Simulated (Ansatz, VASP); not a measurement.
One calculation of Lu, two programs

File INCAR:

```
SYSTEM = Lu
AGGAC = 1.0 ; AGGAX = 1.0
ALDAC = 0.0 ; ALDAX = 1.0
ALGO = Normal ; EDIFF = 1E-7
ENCUT = 520 ; GGA = B5
ISIF = 2 ; ISMEAR = -1
LASPH = .True. ; LCHARG = .False.
LREAL = .False. ; LWAVE = .False.
NBANDS = 18 ; NELM = 80
PREC = Accurate ; SIGMA = 0.1
```

KPOINTS

```
k-points
0
Gamma
  11 11 11
  0 0 0
```

File POSCAR:

```
Lu
1.0
    3.3332141649      0.0000000000      0.0000000000
    0.0000000000      3.3332141649      0.0000000000
    0.0000000000      0.0000000000      3.3332141649
Lu
1
Direct
    0.0000000000      0.0000000000      0.0000000000
```

Input for Ansatz:

```yaml
crystal:
  lattice:
    - [3.3332141649, 0.0, 0.0]
    - [0.0, 3.3332141649, 0.0]
    - [0.0, 0.0, 3.3332141649]
  atoms:
    - { symbol: Lu, position: [0.0, 0.0, 0.0] }
hamiltonian:
  xc: blyp
  pseudopotentials:
    kind: paw
    azcp:
      Lu: "pseudopotentials/Lu.paw.azcp"
basis:
  ecutwfc: 420
  fft_grid_basis: typed
kpoints:
  mp_grid: { grid: [11, 11, 11], shift: [0, 0, 0] }
magnetization:
  spin_polarized: false
scf:
  occupations: { method: fermi_dirac, width: 0.1 }
  lower_state_search: "off"
output:
  stress: true
```

Alike in both runs: task single point; functional BLYP; k mesh 11 × 11 × 11; occupations fermi-dirac, width 0.1 eV; no spin polarisation.

```csv
,VASP,Ansatz
version,VASP 6.6.1,Ansatz 0.2.0
potentials or method,"VASP PAW PBE potentials, release 64 (Lu), cutoff 520 eV","plane waves (420 eV) with PAW, scalar-relativistic"
valence electrons in the cell,25,25
```

|  | VASP | Ansatz | Ansatz less VASP |
| --- | --- | --- | --- |
| pressure (GPa) | -1.8 | -1.8 | -0.02 |

VASP's potentials were made for PBE, not for BLYP. The functional is the same, so the differences come from potentials, cutoffs and numerics.

Spin-orbit coupling is off throughout.
